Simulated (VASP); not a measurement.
A run of VASP 6.6.1 is set up as follows.

The input INCAR:

```
SYSTEM = GdRe
PREC     = Accurate       ! precision mode
ENCUT    = 520            ! plane-wave cutoff, eV
EDIFF    = 1E-6           ! SCF threshold, eV
ISMEAR   = 0              ! smearing method
SIGMA    = 0.05           ! smearing width, eV
LREAL    = .FALSE.        ! projectors in reciprocal space
LASPH    = .TRUE.         ! aspherical terms in the spheres
NELM     = 150            ! most SCF steps
ALGO     = Normal         ! electronic algorithm
ISIF     = 2              ! what is computed and relaxed
LWAVE    = .FALSE.        ! write WAVECAR
LCHARG   = .FALSE.        ! write CHGCAR
ISPIN    = 2              ! spin polarisation
MAGMOM   = 7 0            ! initial moments
LORBIT   = 11             ! projections on sites
LMAXMIX  = 6              ! l up to which the mixer works
GGA      = PE             ! functional
NBANDS   = 24             ! bands
```

KPOINTS

```
Automatic mesh
0
G
  10 10 10
  0 0 0
```

POSCAR

```
GdRe
1.0
    3.4599047400      0.0000000000      0.0000000000
    0.0000000000      3.4599047400      0.0000000000
    0.0000000000      0.0000000000      3.4599047400
Gd Re
1 1
Direct
    0.0000000000      0.0000000000      0.0000000000
    0.5000000000      0.5000000000      0.5000000000
```

Potentials or basis: VASP PAW PBE potentials, release 64 (Gd, Re).

Run with:

```sh
$ cat potpaw_PBE.64/Gd/POTCAR potpaw_PBE.64/Re/POTCAR > POTCAR
$ mpirun -np 1 vasp_std > vasp.out
```

**Question.** Predict the site moments.

**Answer.** Gd +6.77; Re -0.66 μB.

**Question.** Predict the net moment.

**Answer.** 6.34 μB per cell.

**Question.** Estimate the pressure.

**Answer.** 0.3 GPa.

 The state reached can hang on the start; a lower one may exist.
